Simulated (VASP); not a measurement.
# Li2O (Fm-3m) in VASP: a series of runs

Runs on Li2O. Level: PBE. Tasks: single point.

Everything below comes from runs of VASP 6.6.1. Logs are shortened: lines on timing, memory, paths and dates and some standing lists are left out, and cuts for length are marked.

## 1. The cell of the first run

Symmetry: Fm-3m, No. 225, cubic system. Conventional cell: a = 4.480 Å, b = 4.480 Å, c = 4.480 Å, α = 90.00°, β = 90.00°, γ = 90.00°. Within 2.6 Å of Li (site symmetry -43m) lie 4 O at 1.94 Å and 6 Li at 2.24 Å. Within 2.6 Å of O (site symmetry m-3m) lie 8 Li at 1.94 Å.

## 2. Single point, PBE (strain -0.030 along x and y, -0.030 along z)

The input, INCAR:

```
SYSTEM = Li2O
ALGO = Normal ; EDIFF = 1E-6
ENCUT = 750 ; GGA = PE
GGA_COMPAT = .False. ; ISIF = 2
ISMEAR = 0 ; LASPH = .True.
LCHARG = .False. ; LREAL = .False.
LWAVE = .False. ; NBANDS = 13
NELM = 120 ; PREC = Accurate
SIGMA = 0.05
```

The input, KPOINTS:

```
k-points
0
Gamma
  8 8 8
  0 0 0
```

The input, POSCAR:

```
Li2O
1.0
    0.0000000000      2.2402150000      2.2402150000
    2.2402150000      0.0000000000      2.2402150000
    2.2402150000      2.2402150000      0.0000000000
Li O
2 1
Direct
    0.2500000000      0.2500000000      0.2500000000
    0.7500000000      0.7500000000      0.7500000000
    0.0000000000      0.0000000000      0.0000000000
```

Potentials or basis: VASP PAW PBE potentials, release 64 (Li_sv, O).

Run with:

```
$ cat potpaw_PBE.64/Li_sv/POTCAR potpaw_PBE.64/O/POTCAR > POTCAR
$ mpirun -np 1 vasp_std > vasp.out
```

OUTCAR:

```text
SYSTEM = Li2O
   EDIFF = 1E-6
   ENCUT = 750
   GGA = PE
   ISIF = 2
   ISMEAR = 0
   LASPH = .True.
   LREAL = .False.
   NELM = 120
   PREC = Accurate

 ion  position               nearest neighbor table
   1  0.250  0.250  0.250-   3 1.94   3 1.94   3 1.94   3 1.94   2 2.24   2 2.24   2 2.24   2 2.24
                             2 2.24   2 2.24
   2  0.750  0.750  0.750-   3 1.94   3 1.94   3 1.94   3 1.94   1 2.24   1 2.24   1 2.24   1 2.24
                             1 2.24   1 2.24
   3  0.000  0.000  0.000-   2 1.94   2 1.94   2 1.94   1 1.94   2 1.94   1 1.94   1 1.94   1 1.94

  LATTYP: Found a face centered cubic cell.
 ALAT       =     4.4804300000

  Lattice vectors:

 A1 = (   0.0000000000,   2.2402150000,   2.2402150000)
 A2 = (   2.2402150000,   0.0000000000,   2.2402150000)
 A3 = (   2.2402150000,   2.2402150000,   0.0000000000)

Analysis of symmetry for initial positions (statically):
=====================================================================
 Subroutine PRICEL returns:
 Original cell was already a primitive cell.

 Routine SETGRP: Setting up the symmetry group for a
 face centered cubic supercell.

 Subroutine GETGRP returns: Found 48 space group operations
 (whereof 48 operations were pure point group operations)
 out of a pool of 48 trial point group operations.

The static configuration has the point symmetry O_h .

Analysis of symmetry for dynamics (positions and initial velocities):
=====================================================================
 Subroutine PRICEL returns:
 Original cell was already a primitive cell.

 Routine SETGRP: Setting up the symmetry group for a
 face centered cubic supercell.

 Subroutine GETGRP returns: Found 48 space group operations
 (whereof 48 operations were pure point group operations)
 out of a pool of 48 trial point group operations.

The dynamic configuration has the point symmetry O_h .

 Subroutine INISYM returns: Found 48 space group operations
 (whereof 48 operations are pure point group operations),
 and found     1 'primitive' translations

----------------------------------------------------------------------------------------

                                     Primitive cell

  volume of cell :      22.4853

  direct lattice vectors                    reciprocal lattice vectors
     0.000000000  2.240215000  2.240215000    -0.223192863  0.223192863  0.223192863
     2.240215000  0.000000000  2.240215000     0.223192863 -0.223192863  0.223192863
     2.240215000  2.240215000  0.000000000     0.223192863  0.223192863 -0.223192863

  length of vectors
     3.168142436  3.168142436  3.168142436     0.386581379  0.386581379  0.386581379

  position of ions in fractional coordinates (direct lattice)
     0.250000000  0.250000000  0.250000000
     0.750000000  0.750000000  0.750000000
     0.000000000  0.000000000  0.000000000

  ion indices of the primitive-cell ions
   primitive index   ion index
                 1           1
                 2           2
                 3           3

----------------------------------------------------------------------------------------

 KPOINTS: k-points

Automatic generation of k-mesh.
 Grid dimensions read from file:
 generate k-points for:    8    8    8

 Generating k-lattice:

  Cartesian coordinates                     Fractional coordinates (reciprocal lattice)
    -0.027899108  0.027899108  0.027899108     0.125000000  0.000000000  0.000000000
     0.027899108 -0.027899108  0.027899108     0.000000000  0.125000000  0.000000000
     0.027899108  0.027899108 -0.027899108     0.000000000  0.000000000  0.125000000

  Length of vectors
     0.048322672  0.048322672  0.048322672

  Shift w.r.t. Gamma in fractional coordinates (k-lattice)
     0.000000000  0.000000000  0.000000000

 Subroutine IBZKPT returns following result:
 ===========================================

 Found     29 irreducible k-points:

 Following reciprocal coordinates:
            Coordinates               Weight
  0.000000  0.000000  0.000000      1.000000
  0.125000  0.000000  0.000000      8.000000
  0.250000  0.000000  0.000000      8.000000
  0.375000  0.000000  0.000000      8.000000
  0.500000  0.000000  0.000000      4.000000
  0.125000  0.125000  0.000000      6.000000
[... 16 lines left out ...]
  0.500000  0.250000  0.125000     48.000000
 -0.375000  0.250000  0.125000     24.000000
 [... further k-points ...]
   k-points           NKPTS =     29   k-points in BZ     NKDIM =     29   number of bands    NBANDS=     13
   number of dos      NEDOS =    301   number of ions     NIONS =      3
   total plane-waves  NPLWV =  21952
   dimension x,y,z NGX =    28 NGY =   28 NGZ =   28
   dimension x,y,z NGXF=    56 NGYF=   56 NGZF=   56
   ions per type =               2   1
   NGX,Y,Z   is equivalent  to a cutoff of  14.69, 14.69, 14.69 a.u.
   NGXF,Y,Z  is equivalent  to a cutoff of  29.39, 29.39, 29.39 a.u.
 SYSTEM =  Li2O
   PREC   = accura    normal or accurate (medium, high low for compatibility)
   ISTART =      0    job   : 0-new  1-cont  2-samecut
   ICHARG =      2    charge: 1-file 2-atom 10-const
   ISPIN  =      1    spin polarized calculation?
   LNONCOLLINEAR =      F non collinear calculations
   LSORBIT =      F    spin-orbit coupling
   LASPH  =      T    aspherical Exc in radial PAW
   ENCUT  =  750.0 eV  55.12 Ry    7.42 a.u.   7.07  7.07  7.07*2*pi/ulx,y,z
   NELM   =    120;   NELMIN=  2; NELMDL= -5     # of ELM steps
   EDIFF  = 0.1E-05   stopping-criterion for ELM
   LREAL  =      F    real-space projection
   EDIFFG = 0.1E-04   stopping-criterion for IOM
   NSW    =      0    number of steps for IOM
   IBRION =     -1    ionic relax: 0-MD 1-quasi-New 2-CG
   NFREE  =      0    steps in history (QN), initial steepest desc. (CG)
   ISIF   =      2    stress and relaxation
   ISYM   =      2    0-nonsym 1-usesym 2-fastsym
   POTIM  = 0.5000    time-step for ionic-motion
   TEBEG  =    0.0;   TEEND  =   0.0 temperature during run
   PSTRESS=    0.0 pullay stress
   NELECT =      12.0000    total number of electrons
   NUPDOWN=      -1.0000    fix difference up-down
   EMIN   =  10.00;   EMAX   =-10.00  energy-range for DOS
   EFERMI =   0.00;   METHOD = LEGACY
   ISMEAR =     0;   SIGMA  =   0.05  broadening in eV -4-tet -1-fermi 0-gaus
   EFERMI_NEDOS =   21; number of points for ismear=-14 and -15
   IALGO  =     38    algorithm
   IMIX   =      4    mixing-type and parameters
     AMIX     =   0.40;   BMIX     =  1.00
     AMIX_MAG =   1.60;   BMIX_MAG =  1.00
  volume/ion in A,a.u.               =       7.50        50.58
  Fermi-wavevector in a.u.,A,eV,Ry     =   1.327911  2.509387 23.991791  1.763347
  Thomas-Fermi vector in A             =   2.457188
   LORBIT       =      0    0 simple, 1 ext, 2 COOP (PROOUT), +10 PAW based schemes
   GGA     = PE    functional components
   LHFCALC =     F    Hartree Fock is set to
   AEXX    =    0.0000 exact exchange contribution
   IVDW    =     0    specifies the selected vdW correction
   LEPSILON=     F    determine dielectric tensor
   LRPA    =     F    only Hartree local field effects (RPA)
 non-spin polarized calculation
 Gauss-broadening in eV      SIGMA  =   0.05
  energy-cutoff  :      750.00
  volume of cell :       22.49
 maximum number of plane-waves:      1067
   NGX = 15   NGY = 15   NGZ = 15

 number of electron      12.0000003 magnetization

 Free energy of the ion-electron system (eV)
  ---------------------------------------------------
  ext. energy  EPLUGINS =         0.00000000
  ---------------------------------------------------
  free energy    TOTEN  =       -14.29360989 eV

  energy without entropy =      -14.29360989  energy(sigma->0) =      -14.29360989

 E-fermi :   2.1904     XC(G=0): -10.1447

 val. band max:        1.8438782034   @ k =   0.0000   0.0000   0.0000
 cond. band min:       6.9974265003   @ k =   0.5000   0.5000   0.0000
 fundamental gap:      5.1535482969
 Fermi energy:         2.1903527020

 k-point     1 :       0.0000    0.0000    0.0000
  band No.  band energies     occupation
      1     -40.9839      2.00000
      2     -40.5440      2.00000
      3     -13.7563      2.00000
      4       1.8439      2.00000
      5       1.8439      2.00000
      6       1.8439      2.00000
      7       7.8156      0.00000
      8      14.3159      0.00000
      9      14.3160      0.00000
     10      14.3160      0.00000
     11      21.8314      0.00000
     12      21.8314      0.00000
     13      21.8314      0.00000

 k-point     2 :       0.1250    0.0000    0.0000
  band No.  band energies     occupation
      1     -40.9642      2.00000
      2     -40.5580      2.00000
      3     -13.7253      2.00000
      4       1.2992      2.00000
      5       1.7633      2.00000
      6       1.7633      2.00000
      7       8.2222      0.00000
      8      14.3959      0.00000
      9      14.5537      0.00000
     10      14.5537      0.00000
     11      20.3552      0.00000
     12      20.3552      0.00000
     13      22.4373      0.00000

 k-point     3 :       0.2500    0.0000    0.0000
  band No.  band energies     occupation
      1     -40.9094      2.00000
      2     -40.5992      2.00000
      3     -13.6465      2.00000
      4       0.1740      2.00000
      5       1.5806      2.00000
      6       1.5806      2.00000
      7       9.2155      0.00000
      8      14.3013      0.00000
      9      14.8289      0.00000
     10      14.8289      0.00000
     11      19.4835      0.00000
     12      19.4835      0.00000
     13      23.9194      0.00000

 k-point     4 :       0.3750    0.0000    0.0000
  band No.  band energies     occupation
      1     -40.8313      2.00000
      2     -40.6636      2.00000
      3     -13.5603      2.00000
      4      -0.7875      2.00000
      5       1.4127      2.00000
      6       1.4127      2.00000
      7      10.5411      0.00000
      8      13.5697      0.00000
      9      14.6094      0.00000
     10      14.6094      0.00000
     11      20.1350      0.00000
     12      20.1350      0.00000
     13      25.4983      0.00000

 k-point     5 :       0.5000    0.0000    0.0000
  band No.  band energies     occupation
      1     -40.7455      2.00000
      2     -40.7437      2.00000
      3     -13.5222      2.00000
      4      -1.1543      2.00000
      5       1.3469      2.00000
      6       1.3469      2.00000
      7      11.6725      0.00000
      8      12.6060      0.00000
      9      14.4241      0.00000
     10      14.4241      0.00000
     11      20.7835      0.00000
     12      20.7835      0.00000
     13      26.2460      0.00000
[... 257 lines left out ...]
 k-point    22 :       0.3750    0.2500    0.1250
  band No.  band energies     occupation
      1     -40.8734      2.00000
      2     -40.6245      2.00000
      3     -13.5921      2.00000
      4       0.0632      2.00000
      5       0.8980      2.00000
      6       1.3781      2.00000
      7       9.1501      0.00000
      8      14.0468      0.00000
      9      15.4023      0.00000
     10      16.5747      0.00000
     11      16.7295      0.00000
     12      22.9404      0.00000
     13      25.5352      0.00000

 k-point    23 :       0.5000    0.2500    0.1250
  band No.  band energies     occupation
      1     -40.8104      2.00000
      2     -40.6761      2.00000
      3     -13.5240      2.00000
      4      -0.5579      2.00000
      5       0.7170      2.00000
      6       1.1359      2.00000
      7       9.7885      0.00000
      8      13.3481      0.00000
      9      15.7350      0.00000
     10      16.2099      0.00000
     11      18.4892      0.00000
     12      22.3106      0.00000
     13      25.7029      0.00000

 k-point    24 :      -0.3750    0.2500    0.1250
  band No.  band energies     occupation
      1     -40.7413      2.00000
      2     -40.7404      2.00000
      3     -13.4940      2.00000
      4      -0.8299      2.00000
      5       0.7552      2.00000
      6       0.9464      2.00000
      7      10.2151      0.00000
      8      12.9406      0.00000
      9      15.6665      0.00000
     10      16.1511      0.00000
     11      20.4469      0.00000
     12      20.7655      0.00000
     13      26.2792      0.00000

 [... further k-points ...]

------------------------ aborting loop because EDIFF is reached ----------------------------------------

  FORCE on cell =-STRESS in cart. coord.  units (eV):
  Direction    XX          YY          ZZ          XY          YZ          ZX
  --------------------------------------------------------------------------------------
  -------------------------------------------------------------------------------------
  Total        1.2639242      1.2639242      1.2639242      0.0000000      0.0000000     -0.0000000
  in kB       90.0601209     90.0601209     90.0601209      0.0000000      0.0000000     -0.0000000
  external PRESSURE =      90.0601209 kB  Pullay stress =       0.0000000 kB

 VOLUME and BASIS-vectors are now :
 -----------------------------------------------------------------------------
  energy-cutoff  :      750.00
  volume of cell :       22.49
      direct lattice vectors                 reciprocal lattice vectors
     0.000000000  2.240215000  2.240215000    -0.223192863  0.223192863  0.223192863
     2.240215000  0.000000000  2.240215000     0.223192863 -0.223192863  0.223192863
     2.240215000  2.240215000  0.000000000     0.223192863  0.223192863 -0.223192863

 POSITION                                       TOTAL-FORCE (eV/Angst)
 -----------------------------------------------------------------------------------
      1.12011      1.12011      1.12011         0.000000      0.000000      0.000000
      3.36032      3.36032      3.36032        -0.000000     -0.000000     -0.000000
      0.00000      0.00000      0.00000         0.000000     -0.000000      0.000000
 -----------------------------------------------------------------------------------
    total drift:                                0.000000      0.000000      0.000000

  FREE ENERGIE OF THE ION-ELECTRON SYSTEM (eV)
  ---------------------------------------------------
  free  energy   TOTEN  =       -14.2936098881 eV

  energy  without entropy=      -14.2936098881  energy(sigma->0) =      -14.29360989
```

Run time: 10 s. Hardware: 1 thread of Intel Xeon Platinum 8375C at 2.90GHz (Ice Lake), shared host; peak memory 0.15 GiB.

Results:

* Free energy: -14.2936 eV
* Pressure: 9.0 GPa
* Band gap on the k mesh: 5.15 eV, indirect (least direct gap 5.97 eV)

Caveat: the cell differs from its parent crystal (strain -0.030 along x and y, -0.030 along z).

## 3. Single point, PBE (strain -0.015 along x and y, -0.015 along z)

The input, INCAR:

```
ALGO = Normal ; EDIFF = 1E-6
ENCUT = 750 ; GGA = PE
GGA_COMPAT = F ; ISIF = 2
ISMEAR = 0 ; LASPH = T
LCHARG = F ; LREAL = F
LWAVE = F ; NBANDS = 13
NELM = 120 ; PREC = Accurate
SIGMA = 0.05
```

The input, KPOINTS:

```
k-points
0
Gamma
  8 8 8
```

The input, POSCAR:

```
Li2O
1.0
    0.0000000000      2.2748575000      2.2748575000
    2.2748575000      0.0000000000      2.2748575000
    2.2748575000      2.2748575000      0.0000000000
Li O
2 1
Direct
    0.2500000000      0.2500000000      0.2500000000
    0.7500000000      0.7500000000      0.7500000000
    0.0000000000      0.0000000000      0.0000000000
```

Potentials or basis: VASP PAW PBE potentials, release 64 (Li_sv, O).

Run with:

```
$ cat potpaw_PBE.64/Li_sv/POTCAR potpaw_PBE.64/O/POTCAR > POTCAR
$ mpirun -np 1 vasp_std > vasp.out
```

Run time: 13 s. Hardware: 1 thread of Intel Xeon Platinum 8375C at 2.90GHz (Ice Lake), shared host; peak memory 0.16 GiB.

The run converged. Its results:

* Free energy: -14.3395 eV
* Pressure: 4.1 GPa
* Band gap on the k mesh: 5.07 eV, indirect (least direct gap 5.61 eV)

Levels at points of the mesh, in eV from the valence-band top:
| k point | band 4 | band 5 | band 6 | band 7 | band 8 | band 9 |
| --- | --- | --- | --- | --- | --- | --- |
| (0.00, 0.00, 0.00) | 0.00 | 0.00 | 0.00 | 5.61 | 12.20 | 12.20 |
| (0.50, 0.00, 0.00) | -2.88 | -0.47 | -0.47 | 9.52 | 10.27 | 12.32 |
| (0.50, 0.50, 0.00) | -1.64 | -1.46 | -1.46 | 5.07 | 13.97 | 13.97 |

Caveat: the cell differs from its parent crystal (strain -0.015 along x and y, -0.015 along z).

(Continued in part 2 of 2.)
